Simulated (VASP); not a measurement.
# Co2Re (Fd-3m) in VASP: further runs

The runs below take Co2Re through single point, with PBE.

All numbers are computed with VASP 6.6.1; they aren't measurements. Logs are shortened: lines on timing, memory, paths and dates and some standing lists are left out, and cuts for length are marked.

## Step 1: The cell of the first run

The structure is cubic, space group Fd-3m (No. 227). The conventional cell has a = 6.525 Å, b = 6.525 Å, c = 6.525 Å, α = 90.00°, β = 90.00°, γ = 90.00°. Within 3.0 Å of Co (site symmetry -3m) lie 6 Co at 2.31 Å and 6 Re at 2.70 Å. Within 3.6 Å of Re (site symmetry -43m) lie 12 Co at 2.70 Å and 4 Re at 2.83 Å.

## Step 2: Single point, PBE, collinear spin, ferromagnetic start

Input file INCAR:

```
SYSTEM = Co2Re
  PREC = Accurate
  ENCUT = 520
  EDIFF = 1E-7
  ISMEAR = 0
  SIGMA = 0.1
  LREAL = .FALSE.
  LASPH = .TRUE.
  NELM = 150
  ALGO = Normal
  ISIF = 2
  LWAVE = .FALSE.
  LCHARG = .FALSE.
  ISPIN = 2
  MAGMOM = 3 3 3 3 0 0
  LORBIT = 11
  LMAXMIX = 4
  GGA = PE
  NBANDS = 38
```

Input file KPOINTS:

```
Automatic mesh
0
G
  6 6 6
  0 0 0
```

Input file POSCAR:

```
Co2Re
1.0
    0.0000000000      3.2622829837      3.2622829837
    3.2622829837      0.0000000000      3.2622829837
    3.2622829837      3.2622829837      0.0000000000
Co Re
4 2
Direct
    0.6250000000      0.6250000000      0.6250000000
    0.1250000000      0.6250000000      0.6250000000
    0.6250000000      0.6250000000      0.1250000000
    0.6250000000      0.1250000000      0.6250000000
    0.0000000000      0.0000000000      0.0000000000
    0.2500000000      0.2500000000      0.2500000000
```

Potentials or basis: VASP PAW PBE potentials, release 64 (Co, Re).

Run with:

```console
> cat potpaw_PBE.64/Co/POTCAR potpaw_PBE.64/Re/POTCAR > POTCAR
> mpirun -np 1 vasp_std > vasp.out
```

OUTCAR:

```text
SYSTEM = Co2Re
   PREC = Accurate
   ENCUT = 520
   EDIFF = 1E-7
   ISMEAR = 0
   LREAL = .FALSE.
   LASPH = .TRUE.
   NELM = 150
   ISIF = 2
   ISPIN = 2
   LORBIT = 11
   GGA = PE

 ion  position               nearest neighbor table
   1  0.625  0.625  0.625-   2 2.31   3 2.31   4 2.31   3 2.31   4 2.31   2 2.31   6 2.70   5 2.70
                             6 2.70   5 2.70   6 2.70   5 2.70
   2  0.125  0.625  0.625-   1 2.31   3 2.31   4 2.31   1 2.31   3 2.31   4 2.31   5 2.70   6 2.70
                             5 2.70   5 2.70   6 2.70   6 2.70
   3  0.625  0.625  0.125-   1 2.31   1 2.31   2 2.31   4 2.31   4 2.31   2 2.31   6 2.70   5 2.70
                             6 2.70   5 2.70   6 2.70   5 2.70
   4  0.625  0.125  0.625-   1 2.31   3 2.31   1 2.31   2 2.31   3 2.31   2 2.31   5 2.70   6 2.70
                             5 2.70   6 2.70   6 2.70   5 2.70
   5  0.000  0.000  0.000-   1 2.70   3 2.70   4 2.70   1 2.70   2 2.70   3 2.70   1 2.70   2 2.70
                             4 2.70   2 2.70   3 2.70   4 2.70   6 2.83   6 2.83   6 2.83   6 2.83
   6  0.250  0.250  0.250-   2 2.70   3 2.70   4 2.70   1 2.70   2 2.70   4 2.70   1 2.70   2 2.70
                             3 2.70   1 2.70   3 2.70   4 2.70   5 2.83   5 2.83   5 2.83   5 2.83

  LATTYP: Found a face centered cubic cell.
 ALAT       =     6.5245659674

  Lattice vectors:

 A1 = (   0.0000000000,   3.2622829837,   3.2622829837)
 A2 = (   3.2622829837,   0.0000000000,   3.2622829837)
 A3 = (   3.2622829837,   3.2622829837,   0.0000000000)

Analysis of symmetry for initial positions (statically):
=====================================================================
 Subroutine PRICEL returns:
 Original cell was already a primitive cell.

 Routine SETGRP: Setting up the symmetry group for a
 face centered cubic supercell.

 Subroutine GETGRP returns: Found 48 space group operations
 (whereof 24 operations were pure point group operations)
 out of a pool of 48 trial point group operations.

The static configuration has the point symmetry T_d .
 The point group associated with its full space group is O_h .

Analysis of symmetry for dynamics (positions and initial velocities):
=====================================================================
 Subroutine PRICEL returns:
 Original cell was already a primitive cell.

 Routine SETGRP: Setting up the symmetry group for a
 face centered cubic supercell.

 Subroutine GETGRP returns: Found 48 space group operations
 (whereof 24 operations were pure point group operations)
 out of a pool of 48 trial point group operations.

The dynamic configuration has the point symmetry T_d .
 The point group associated with its full space group is O_h .

Analysis of structural, dynamic, and magnetic symmetry:
=====================================================================
 Subroutine PRICEL returns:
 Original cell was already a primitive cell.

 Routine SETGRP: Setting up the symmetry group for a
 face centered cubic supercell.

 Subroutine GETGRP returns: Found 48 space group operations
 (whereof 24 operations were pure point group operations)
 out of a pool of 48 trial point group operations.

The overall configuration has the point symmetry T_d .
 The point group associated with its full space group is O_h .

 Subroutine INISYM returns: Found 48 space group operations
 (whereof 24 operations are pure point group operations),
 and found     1 'primitive' translations

----------------------------------------------------------------------------------------

                                     Primitive cell

  volume of cell :      69.4376

  direct lattice vectors                    reciprocal lattice vectors
     0.000000000  3.262282984  3.262282984    -0.153266900  0.153266900  0.153266900
     3.262282984  0.000000000  3.262282984     0.153266900 -0.153266900  0.153266900
     3.262282984  3.262282984  0.000000000     0.153266900  0.153266900 -0.153266900

  length of vectors
     4.613564840  4.613564840  4.613564840     0.265466058  0.265466058  0.265466058

  position of ions in fractional coordinates (direct lattice)
     0.625000000  0.625000000  0.625000000
     0.125000000  0.625000000  0.625000000
[... 58 lines left out ...]
   k-points           NKPTS =     16   k-points in BZ     NKDIM =     16   number of bands    NBANDS=     38
   number of dos      NEDOS =    301   number of ions     NIONS =      6
   total plane-waves  NPLWV =  46656
   dimension x,y,z NGX =    36 NGY =   36 NGZ =   36
   dimension x,y,z NGXF=    72 NGYF=   72 NGZF=   72
   ions per type =               4   2
   NGX,Y,Z   is equivalent  to a cutoff of  12.97, 12.97, 12.97 a.u.
   NGXF,Y,Z  is equivalent  to a cutoff of  25.94, 25.94, 25.94 a.u.
 SYSTEM =  Co2Re
   PREC   = accura    normal or accurate (medium, high low for compatibility)
   ISTART =      0    job   : 0-new  1-cont  2-samecut
   ICHARG =      2    charge: 1-file 2-atom 10-const
   ISPIN  =      2    spin polarized calculation?
   LNONCOLLINEAR =      F non collinear calculations
   LSORBIT =      F    spin-orbit coupling
   LASPH  =      T    aspherical Exc in radial PAW
   ENCUT  =  520.0 eV  38.22 Ry    6.18 a.u.   8.58  8.58  8.58*2*pi/ulx,y,z
   NELM   =    150;   NELMIN=  2; NELMDL= -5     # of ELM steps
   EDIFF  = 0.1E-06   stopping-criterion for ELM
   LREAL  =      F    real-space projection
   EDIFFG = 0.1E-05   stopping-criterion for IOM
   NSW    =      0    number of steps for IOM
   IBRION =     -1    ionic relax: 0-MD 1-quasi-New 2-CG
   NFREE  =      0    steps in history (QN), initial steepest desc. (CG)
   ISIF   =      2    stress and relaxation
   ISYM   =      2    0-nonsym 1-usesym 2-fastsym
   POTIM  = 0.5000    time-step for ionic-motion
   TEBEG  =    0.0;   TEEND  =   0.0 temperature during run
   PSTRESS=    0.0 pullay stress
   NELECT =      50.0000    total number of electrons
   NUPDOWN=      -1.0000    fix difference up-down
   EMIN   =  10.00;   EMAX   =-10.00  energy-range for DOS
   EFERMI =   0.00;   METHOD = LEGACY
   ISMEAR =     0;   SIGMA  =   0.10  broadening in eV -4-tet -1-fermi 0-gaus
   EFERMI_NEDOS =   21; number of points for ismear=-14 and -15
   IALGO  =     38    algorithm
   IMIX   =      4    mixing-type and parameters
     AMIX     =   0.40;   BMIX     =  1.00
     AMIX_MAG =   1.60;   BMIX_MAG =  1.00
  volume/ion in A,a.u.               =      11.57        78.10
  Fermi-wavevector in a.u.,A,eV,Ry     =   1.467348  2.772886 29.294853  2.153111
  Thomas-Fermi vector in A             =   2.582977
   LORBIT       =     11    0 simple, 1 ext, 2 COOP (PROOUT), +10 PAW based schemes
   GGA     = PE    functional components
   LHFCALC =     F    Hartree Fock is set to
   AEXX    =    0.0000 exact exchange contribution
   IVDW    =     0    specifies the selected vdW correction
   LEPSILON=     F    determine dielectric tensor
   LRPA    =     F    only Hartree local field effects (RPA)
 spin polarized calculation
 Gauss-broadening in eV      SIGMA  =   0.10
  energy-cutoff  :      520.00
  volume of cell :       69.44
 maximum number of plane-waves:      1893
 NGX is ok and might be reduce to    36
   NGX = 17   NGY = 17   NGZ = 17

 number of electron      50.0000000 magnetization      12.0000000

 number of electron      50.0000002 magnetization       2.0493346

 Free energy of the ion-electron system (eV)
  ---------------------------------------------------
  ext. energy  EPLUGINS =         0.00000000
  ---------------------------------------------------
  free energy    TOTEN  =       -52.67911728 eV

  energy without entropy =      -52.63828088  energy(sigma->0) =      -52.65869908

 E-fermi :  10.0738     XC(G=0): -13.8516

 val. band max:       10.0585404599   @ k =  -0.1667   0.1667   0.0000
 cond. band min:      10.0775380155   @ k =   0.3333   0.3333   0.0000
 fundamental gap:      0.0189975556
 Fermi energy:        10.0737843378

 spin component 1

 k-point     1 :       0.0000    0.0000    0.0000
  band No.  band energies     occupation
      1       0.3224      1.00000
      2       4.3266      1.00000
      3       4.9913      1.00000
      4       4.9913      1.00000
      5       4.9913      1.00000
      6       6.2243      1.00000
[... 629 lines left out ...]
     36      16.3902      0.00000
     37      20.3675      0.00000
 Fermi energy:        10.0737843378

 spin component 2

 k-point     1 :       0.0000    0.0000    0.0000
  band No.  band energies     occupation
      1       0.3446      1.00000
      2       4.7802      1.00000
      3       5.1671      1.00000
      4       5.1671      1.00000
      5       5.1671      1.00000
      6       6.3370      1.00000
[... 629 lines left out ...]
     36      16.5656      0.00000
     37      20.4722      0.00000
 [bands above 37 left out]

------------------------ aborting loop because EDIFF is reached ----------------------------------------

  FORCE on cell =-STRESS in cart. coord.  units (eV):
  Direction    XX          YY          ZZ          XY          YZ          ZX
  --------------------------------------------------------------------------------------
  -------------------------------------------------------------------------------------
  Total        0.5131333      0.5131333      0.5131333      0.0000000     -0.0000000      0.0000000
  in kB       11.8398420     11.8398420     11.8398420      0.0000000     -0.0000000      0.0000000
  external PRESSURE =      11.8398420 kB  Pullay stress =       0.0000000 kB

 VOLUME and BASIS-vectors are now :
 -----------------------------------------------------------------------------
  energy-cutoff  :      520.00
  volume of cell :       69.44
      direct lattice vectors                 reciprocal lattice vectors
     0.000000000  3.262282984  3.262282984    -0.153266900  0.153266900  0.153266900
     3.262282984  0.000000000  3.262282984     0.153266900 -0.153266900  0.153266900
     3.262282984  3.262282984  0.000000000     0.153266900  0.153266900 -0.153266900

 POSITION                                       TOTAL-FORCE (eV/Angst)
 -----------------------------------------------------------------------------------
      4.07785      4.07785      4.07785        -0.000000      0.000000     -0.000000
      4.07785      2.44671      2.44671        -0.000000      0.000000     -0.000000
      2.44671      2.44671      4.07785        -0.000000      0.000000     -0.000000
      2.44671      4.07785      2.44671        -0.000000      0.000000     -0.000000
      0.00000      0.00000      0.00000         0.000000      0.000000      0.000000
      1.63114      1.63114      1.63114        -0.000000     -0.000000     -0.000000
 -----------------------------------------------------------------------------------
    total drift:                                0.000000      0.000000      0.000000

  FREE ENERGIE OF THE ION-ELECTRON SYSTEM (eV)
  ---------------------------------------------------
  free  energy   TOTEN  =       -52.6791172780 eV

  energy  without entropy=      -52.6382808837  energy(sigma->0) =      -52.65869908

 total charge

# of ion       s       p       d       tot
------------------------------------------
    1        0.535   0.659   7.368   8.562
    2        0.535   0.659   7.368   8.562
    3        0.535   0.659   7.368   8.562
    4        0.535   0.659   7.368   8.562
    5        0.581   0.601   4.645   5.827
    6        0.581   0.601   4.645   5.827
--------------------------------------------------
tot          3.303   3.837  38.760  45.900

 magnetization (x)

# of ion       s       p       d       tot
------------------------------------------
    1       -0.001  -0.005   0.508   0.502
    2       -0.001  -0.005   0.508   0.502
    3       -0.001  -0.005   0.508   0.502
    4       -0.001  -0.005   0.508   0.502
    5       -0.000  -0.007   0.020   0.013
    6       -0.000  -0.007   0.020   0.013
--------------------------------------------------
tot         -0.006  -0.032   2.073   2.034
```

Run time: 2.5 min. Hardware: 1 thread of Intel Xeon Platinum 8259CL at 2.50GHz (Skylake/Cascade Lake), shared host; peak memory 0.27 GiB.

Results:

```yaml
Free_energy: -52.6791 eV
Pressure: 1.2 GPa
Net_moment: 2.05 μB per cell
Site_moments: Co +0.50; Re +0.01 μB
Valence_electrons_inside_the_program's_atomic_spheres: Co 8.56; Re 5.83
```

Caveat: spin-orbit coupling is left out, which moves the levels of the heavy elements.

## Step 3: Single point, PBE, collinear spin, ferromagnetic start

This run uses another cell than the first one, of 11.65 Å³/atom.

Input file INCAR:

```
PREC     = Accurate       # precision mode
ENCUT    = 520            # plane-wave cutoff, eV
EDIFF    = 1E-6           # SCF threshold, eV
ISMEAR   = 0              # smearing method
SIGMA    = 0.1            # smearing width, eV
LREAL    = False          # projectors in reciprocal space
LASPH    = True           # aspherical terms in the spheres
NELM     = 150            # most SCF steps
ALGO     = Normal         # electronic algorithm
ISIF     = 2              # what is computed and relaxed
LWAVE    = False          # write WAVECAR
LCHARG   = False          # write CHGCAR
ISPIN    = 2              # spin polarisation
MAGMOM   = 0.57 0.57 0.57 0.57 0 0 # initial moments
LORBIT   = 11             # projections on sites
LMAXMIX  = 4              # l up to which the mixer works
GGA      = PE             # functional
NBANDS   = 38             # bands
```

Input file KPOINTS:

```
Automatic mesh
0
Gamma
  10 10 10
```

POSCAR, as its differences from that of step 2:

```diff
@@ -2,5 +2,5 @@
 1.0
-    0.0000000000      3.2622829837      3.2622829837
-    3.2622829837      0.0000000000      3.2622829837
-    3.2622829837      3.2622829837      0.0000000000
+    0.0000000000      3.2699227497      3.2699227497
+    3.2699227497      0.0000000000      3.2699227497
+    3.2699227497      3.2699227497      0.0000000000
 Co Re
```

Potentials or basis: VASP PAW PBE potentials, release 64 (Co, Re).

Run with:

```console
> cat potpaw_PBE.64/Co/POTCAR potpaw_PBE.64/Re/POTCAR > POTCAR
> mpirun -np 1 vasp_std > vasp.out
```

Run time: 6.2 min. Hardware: 1 thread of Intel Xeon Platinum 8259CL at 2.50GHz (Skylake/Cascade Lake), shared host; peak memory 0.36 GiB.

It converged, with:

```
Free energy                                           : -52.6836 eV
Pressure                                              : -1.0 GPa
Net moment                                            : 2.07 μB per cell
Site moments                                          : Co +0.51; Re +0.00 μB
Valence electrons inside the program's atomic spheres : Co 8.54; Re 5.81
```

Levels at points of the mesh, in eV from the Fermi level:
Spin up:
```tsv
k point	band 24	band 25	band 26	band 27	band 28	band 29
(0.00, 0.00, 0.00)	-0.09	-0.09	-0.09	0.52	0.52	0.52
(0.50, 0.00, 0.00)	-0.79	-0.79	-0.29	0.09	0.52	0.53
(0.50, 0.50, 0.00)	-1.00	-0.17	-0.17	0.64	0.64	1.49
```
Spin down:
```csv
k point,band 20,band 21,band 22,band 23,band 24,band 25,band 26,band 27,band 28,band 29
"(0.00, 0.00, 0.00)",-0.86,-0.38,-0.38,-0.38,0.46,0.46,0.46,0.97,0.97,0.97
"(0.50, 0.00, 0.00)",-0.92,-0.61,-0.61,-0.46,-0.23,-0.23,-0.18,0.43,0.97,1.00
"(0.50, 0.50, 0.00)",-0.74,-0.56,-0.56,-0.47,-0.47,0.30,0.30,0.97,0.97,1.58
```

Caveat: spin-orbit coupling is left out, which moves the levels of the heavy elements.
